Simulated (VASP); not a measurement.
# TiAl3 (P1) in VASP: single point with PBE

Aim: the single point of TiAl3 with PBE.

All numbers are computed with VASP 6.6.1; they aren't measurements. Logs are shortened: lines on timing, memory, paths and dates and some standing lists are left out, and cuts for length are marked.

### Step 1. The cell of the first run

The typed cell holds 4 atoms: a = 4.996 Å, b = 4.892 Å, c = 4.953 Å, α = 135.29°, β = 135.68°, γ = 64.94°.

### Step 2. Single point, PBE (atoms moved at random and the cell strained at random)

The input, INCAR:

```
SYSTEM = TiAl3
  ALGO = Normal
  EDIFF = 1E-6
  ENCUT = 520
  GGA = PE
  ISIF = 2
  ISMEAR = 0
  LASPH = .True.
  LCHARG = .False.
  LREAL = .False.
  LWAVE = .False.
  NBANDS = 18
  NELM = 100
  PREC = Accurate
  SIGMA = 0.1
```

The input, KPOINTS:

```
k-points
0
Gamma
  12 12 14
  0 0 0
```

The input, POSCAR:

```
TiAl3
1.0
   -1.9177170970      1.9048164221      4.2014290102
    1.8321037211     -1.8527634895      4.1399678165
    1.9125188866      1.8475652791     -4.1781899519
Ti Al
1 3
Direct
   -0.0207671395     -0.0163953273     -0.0351183937
    0.5129273541      0.5178041093      0.0303436736
    0.7824068306      0.2506634445      0.5318742003
    0.2254329549      0.7479277734      0.4729005199
```

Potentials or basis: VASP PAW PBE potentials, release 64 (Ti_sv, Al).

Run with:

```bash
cat potpaw_PBE.64/Ti_sv/POTCAR potpaw_PBE.64/Al/POTCAR > POTCAR
mpirun -np 1 vasp_std > vasp.out
```

OUTCAR:

```text
SYSTEM = TiAl3
   EDIFF = 1E-6
   ENCUT = 520
   GGA = PE
   ISIF = 2
   ISMEAR = 0
   LASPH = .True.
   LREAL = .False.
   NELM = 100
   PREC = Accurate

 ion  position               nearest neighbor table
   1  0.979  0.984  0.965-   2 2.47   2 2.66   2 2.66   3 2.67   3 2.73   4 2.77   4 2.81   4 2.81
                             2 2.82   4 2.83   3 2.86   3 2.97
   2  0.513  0.518  0.030-   1 2.47   1 2.66   1 2.66   4 2.73   3 2.74   3 2.77   4 2.79   1 2.82
                             4 2.83   3 2.83   3 2.88   4 2.89
   3  0.782  0.251  0.532-   4 2.49   4 2.51   1 2.67   1 2.73   2 2.74   2 2.77   4 2.80   4 2.81
                             2 2.83   1 2.86   2 2.88   1 2.97
   4  0.225  0.748  0.473-   3 2.49   3 2.51   2 2.73   1 2.77   2 2.79   3 2.80   1 2.81   3 2.81
                             1 2.81   2 2.83   1 2.83   2 2.89

  LATTYP: Found a triclinic cell.
 ALAT       =     4.8916939923
 B/A-ratio  =     0.7671079320
 C/A-ratio  =     0.7655469224
 COS(alpha) =     0.0028364968
 COS(beta)  =     0.3664013111
 COS(gamma) =     0.3740269206

  Lattice vectors:

 A1 = (   1.8321037211,  -1.8527634895,   4.1399678165)
 A2 = (   0.0051982104,  -3.7523817012,  -0.0232390583)
 A3 = (   3.7446226077,  -0.0051982104,  -0.0382221354)

Analysis of symmetry for initial positions (statically):
=====================================================================
 Subroutine PRICEL returns:
 Original cell was already a primitive cell.

 Routine SETGRP: Setting up the symmetry group for a
 triclinic supercell.

 Subroutine GETGRP returns: Found  1 space group operations
 (whereof  1 operations were pure point group operations)
 out of a pool of  2 trial point group operations.

The static configuration has the point symmetry C_1 .

Analysis of symmetry for dynamics (positions and initial velocities):
=====================================================================
 Subroutine PRICEL returns:
 Original cell was already a primitive cell.

 Routine SETGRP: Setting up the symmetry group for a
 triclinic supercell.

 Subroutine GETGRP returns: Found  1 space group operations
 (whereof  1 operations were pure point group operations)
 out of a pool of  2 trial point group operations.

The dynamic configuration has the point symmetry C_1 .

 Subroutine INISYM returns: Found  1 space group operations
 (whereof  1 operations are pure point group operations),
 and found     1 'primitive' translations

----------------------------------------------------------------------------------------

                                     Primitive cell

  volume of cell :      58.5950

  direct lattice vectors                    reciprocal lattice vectors
    -1.917717097  1.904816422  4.201429010     0.001575850  0.265767303  0.118241701
     1.832103721 -1.852763490  4.139967816     0.268300883 -0.000387849  0.122640171
     1.912518887  1.847565279 -4.178189952     0.267431078  0.266861198  0.001079528

  length of vectors
     4.995795251  4.891693992  4.952625286     0.290888024  0.295001908  0.377803449

  position of ions in fractional coordinates (direct lattice)
     0.979232860  0.983604673  0.964881606
     0.512927354  0.517804109  0.030343674
     0.782406831  0.250663444  0.531874200
     0.225432955  0.747927773  0.472900520

  ion indices of the primitive-cell ions
   primitive index   ion index
                 1           1
                 2           2
                 3           3
                 4           4

----------------------------------------------------------------------------------------

 KPOINTS: k-points

Automatic generation of k-mesh.
 Grid dimensions read from file:
 generate k-points for:   12   12   14

 Generating k-lattice:

  Cartesian coordinates                     Fractional coordinates (reciprocal lattice)
     0.000131321  0.022147275  0.009853475     0.083333333  0.000000000  0.000000000
     0.022358407 -0.000032321  0.010220014     0.000000000  0.083333333 -0.000000000
     0.019102220  0.019061514  0.000077109     0.000000000 -0.000000000  0.071428571

  Length of vectors
     0.024240669  0.024583492  0.026985961

  Shift w.r.t. Gamma in fractional coordinates (k-lattice)
     0.000000000  0.000000000  0.000000000

 Subroutine IBZKPT returns following result:
 ===========================================

 Found   1012 irreducible k-points:

 Following reciprocal coordinates:
            Coordinates               Weight
  0.000000  0.000000  0.000000      1.000000
  0.083333  0.000000  0.000000      2.000000
  0.166667  0.000000  0.000000      2.000000
  0.250000 -0.000000  0.000000      2.000000
  0.333333  0.000000  0.000000      2.000000
  0.416667 -0.000000  0.000000      2.000000
[... 16 lines left out ...]
  0.250000  0.166667  0.000000      2.000000
  0.333333  0.166667  0.000000      2.000000
 [... further k-points ...]
   k-points           NKPTS =   1012   k-points in BZ     NKDIM =   1012   number of bands    NBANDS=     18
   number of dos      NEDOS =    301   number of ions     NIONS =      4
   total plane-waves  NPLWV =  57600
   dimension x,y,z NGX =    40 NGY =   36 NGZ =   40
   dimension x,y,z NGXF=    80 NGYF=   72 NGZF=   80
   ions per type =               1   3
   NGX,Y,Z   is equivalent  to a cutoff of  13.31, 12.23, 13.43 a.u.
   NGXF,Y,Z  is equivalent  to a cutoff of  26.62, 24.47, 26.85 a.u.
 SYSTEM =  TiAl3
   PREC   = accura    normal or accurate (medium, high low for compatibility)
   ISTART =      0    job   : 0-new  1-cont  2-samecut
   ICHARG =      2    charge: 1-file 2-atom 10-const
   ISPIN  =      1    spin polarized calculation?
   LNONCOLLINEAR =      F non collinear calculations
   LSORBIT =      F    spin-orbit coupling
   LASPH  =      T    aspherical Exc in radial PAW
   ENCUT  =  520.0 eV  38.22 Ry    6.18 a.u.   9.29  9.10  9.21*2*pi/ulx,y,z
   NELM   =    100;   NELMIN=  2; NELMDL= -5     # of ELM steps
   EDIFF  = 0.1E-05   stopping-criterion for ELM
   LREAL  =      F    real-space projection
   EDIFFG = 0.1E-04   stopping-criterion for IOM
   NSW    =      0    number of steps for IOM
   IBRION =     -1    ionic relax: 0-MD 1-quasi-New 2-CG
   NFREE  =      0    steps in history (QN), initial steepest desc. (CG)
   ISIF   =      2    stress and relaxation
   ISYM   =      2    0-nonsym 1-usesym 2-fastsym
   POTIM  = 0.5000    time-step for ionic-motion
   TEBEG  =    0.0;   TEEND  =   0.0 temperature during run
   PSTRESS=    0.0 pullay stress
   NELECT =      21.0000    total number of electrons
   NUPDOWN=      -1.0000    fix difference up-down
   EMIN   =  10.00;   EMAX   =-10.00  energy-range for DOS
   EFERMI =   0.00;   METHOD = LEGACY
   ISMEAR =     0;   SIGMA  =   0.10  broadening in eV -4-tet -1-fermi 0-gaus
   EFERMI_NEDOS =   21; number of points for ismear=-14 and -15
   IALGO  =     38    algorithm
   IMIX   =      4    mixing-type and parameters
     AMIX     =   0.40;   BMIX     =  1.00
     AMIX_MAG =   1.60;   BMIX_MAG =  1.00
  volume/ion in A,a.u.               =      14.65        98.85
  Fermi-wavevector in a.u.,A,eV,Ry     =   1.162861  2.197488 18.398408  1.352245
  Thomas-Fermi vector in A             =   2.299417
   LORBIT       =      0    0 simple, 1 ext, 2 COOP (PROOUT), +10 PAW based schemes
   GGA     = PE    functional components
   LHFCALC =     F    Hartree Fock is set to
   AEXX    =    0.0000 exact exchange contribution
   IVDW    =     0    specifies the selected vdW correction
   LEPSILON=     F    determine dielectric tensor
   LRPA    =     F    only Hartree local field effects (RPA)
 non-spin polarized calculation
 Gauss-broadening in eV      SIGMA  =   0.10
  energy-cutoff  :      520.00
  volume of cell :       58.60
 maximum number of plane-waves:      1602
 NGX is ok and might be reduce to    40
   NGX = 19   NGY = 19   NGZ = 19

 number of electron      21.0000001 magnetization

 Free energy of the ion-electron system (eV)
  ---------------------------------------------------
  ext. energy  EPLUGINS =         0.00000000
  ---------------------------------------------------
  free energy    TOTEN  =       -20.18703328 eV

  energy without entropy =      -20.17888205  energy(sigma->0) =      -20.18295766

 E-fermi :   9.0365     XC(G=0): -11.0492

 val. band max:        9.0360910391   @ k =   0.0000  -0.0833   0.1429
 cond. band min:       9.0366726178   @ k =  -0.4167  -0.1667   0.2143
 fundamental gap:      0.0005815787
 Fermi energy:         9.0365145763

 k-point     1 :       0.0000    0.0000    0.0000
  band No.  band energies     occupation
      1     -47.2053      2.00000
      2     -23.5527      2.00000
      3     -23.5429      2.00000
      4     -23.4615      2.00000
      5      -1.4440      2.00000
      6       6.1259      2.00000
[... 10 lines left out ...]
     17      13.2918      0.00000
     18      13.3323      0.00000

 k-point     2 :       0.0833    0.0000    0.0000
  band No.  band energies     occupation
      1     -47.2051      2.00000
      2     -23.5548      2.00000
      3     -23.5431      2.00000
      4     -23.4614      2.00000
      5      -1.3544      2.00000
      6       5.6718      2.00000
[... 10 lines left out ...]
     17      13.3313      0.00000
     18      13.7027      0.00000

 k-point     3 :       0.1667    0.0000    0.0000
  band No.  band energies     occupation
      1     -47.2048      2.00000
      2     -23.5609      2.00000
      3     -23.5432      2.00000
      4     -23.4611      2.00000
      5      -1.0877      2.00000
      6       5.1251      2.00000
[... 10 lines left out ...]
     17      13.4765      0.00000
     18      14.5398      0.00000

 k-point     4 :       0.2500   -0.0000    0.0000
  band No.  band energies     occupation
      1     -47.2043      2.00000
      2     -23.5697      2.00000
      3     -23.5430      2.00000
      4     -23.4607      2.00000
      5      -0.6499      2.00000
      6       4.4326      2.00000
[... 10 lines left out ...]
     17      13.8175      0.00000
     18      14.8858      0.00000

 k-point     5 :       0.3333    0.0000    0.0000
  band No.  band energies     occupation
      1     -47.2039      2.00000
      2     -23.5787      2.00000
      3     -23.5425      2.00000
      4     -23.4603      2.00000
      5      -0.0515      2.00000
      6       3.5246      2.00000
[... 10 lines left out ...]
     17      14.2512      0.00000
     18      14.4909      0.00000

 k-point     6 :       0.4167   -0.0000    0.0000
  band No.  band energies     occupation
      1     -47.2035      2.00000
      2     -23.5853      2.00000
      3     -23.5421      2.00000
      4     -23.4600      2.00000
      5       0.6918      2.00000
      6       2.5322      2.00000
[... 307 lines left out ...]
 k-point    21 :       0.0833    0.1667    0.0000
  band No.  band energies     occupation
      1     -47.2046      2.00000
      2     -23.5575      2.00000
      3     -23.5490      2.00000
      4     -23.4614      2.00000
      5      -0.9262      2.00000
      6       4.7880      2.00000
[... 10 lines left out ...]
     17      13.9292      0.00000
     18      14.7863      0.00000

 k-point    22 :       0.1667    0.1667    0.0000
  band No.  band energies     occupation
      1     -47.2043      2.00000
      2     -23.5617      2.00000
      3     -23.5509      2.00000
      4     -23.4612      2.00000
      5      -0.6051      2.00000
      6       4.4215      2.00000
[... 10 lines left out ...]
     17      14.0646      0.00000
     18      14.9668      0.00000

 k-point    23 :       0.2500    0.1667    0.0000
  band No.  band energies     occupation
      1     -47.2039      2.00000
      2     -23.5695      2.00000
      3     -23.5513      2.00000
      4     -23.4607      2.00000
      5      -0.1197      2.00000
      6       4.0181      2.00000
[... 10 lines left out ...]
     17      13.9870      0.00000
     18      15.2637      0.00000

 k-point    24 :       0.3333    0.1667    0.0000
  band No.  band energies     occupation
      1     -47.2034      2.00000
      2     -23.5779      2.00000
      3     -23.5510      2.00000
      4     -23.4601      2.00000
      5       0.5178      2.00000
      6       3.3537      2.00000
[... 10 lines left out ...]
     17      14.3074      0.00000
     18      15.2337      0.00000

 [... further k-points ...]

------------------------ aborting loop because EDIFF is reached ----------------------------------------

  FORCE on cell =-STRESS in cart. coord.  units (eV):
  Direction    XX          YY          ZZ          XY          YZ          ZX
  --------------------------------------------------------------------------------------
  -------------------------------------------------------------------------------------
  Total        4.9306098      4.4652269      4.3476316      0.6338146     -0.2290779      0.8868186
  in kB      134.8187863    122.0937155    118.8782795     17.3305373     -6.2637300     24.2484831
  external PRESSURE =     125.2635938 kB  Pullay stress =       0.0000000 kB

 VOLUME and BASIS-vectors are now :
 -----------------------------------------------------------------------------
  energy-cutoff  :      520.00
  volume of cell :       58.60
      direct lattice vectors                 reciprocal lattice vectors
    -1.917717097  1.904816422  4.201429010     0.001575850  0.265767303  0.118241701
     1.832103721 -1.852763490  4.139967816     0.268300883 -0.000387849  0.122640171
     1.912518887  1.847565279 -4.178189952     0.267431078  0.266861198  0.001079528

 POSITION                                       TOTAL-FORCE (eV/Angst)
 -----------------------------------------------------------------------------------
      1.76953      1.82555      4.15481         1.252404      1.390548      0.011787
      0.02305      0.07373      4.17194        -1.179683     -1.079043     -0.013012
     -0.02397      2.00859      2.10269        -0.097678     -1.642678      0.043983
      1.84240     -0.08261      2.06767         0.024956      1.331173     -0.042759
 -----------------------------------------------------------------------------------
    total drift:                               -0.000018      0.000018     -0.000085

  FREE ENERGIE OF THE ION-ELECTRON SYSTEM (eV)
  ---------------------------------------------------
  free  energy   TOTEN  =       -20.1870332767 eV

  energy  without entropy=      -20.1788820514  energy(sigma->0) =      -20.18295766
```

Wall time 22 min (1 thread of Intel Xeon Platinum 8259CL at 2.50GHz (Skylake/Cascade Lake), shared host); peak memory 1 GiB.

What came out:

```yaml
Free_energy: -20.1870 eV
Pressure: 12.5 GPa
Largest_force: 1.871 eV/Å
```

Forces in eV/Å, atoms in the order of the input:
```
Ti   1.252  1.391  0.012
Al  -1.180 -1.079 -0.013
Al  -0.098 -1.643  0.044
Al   0.025  1.331 -0.043
```

Caveat: the cell differs from its parent crystal (atoms moved at random and the cell strained at random); forces of over 1 eV/Å act on the atoms, so gaps and moduli don't describe the material at rest.
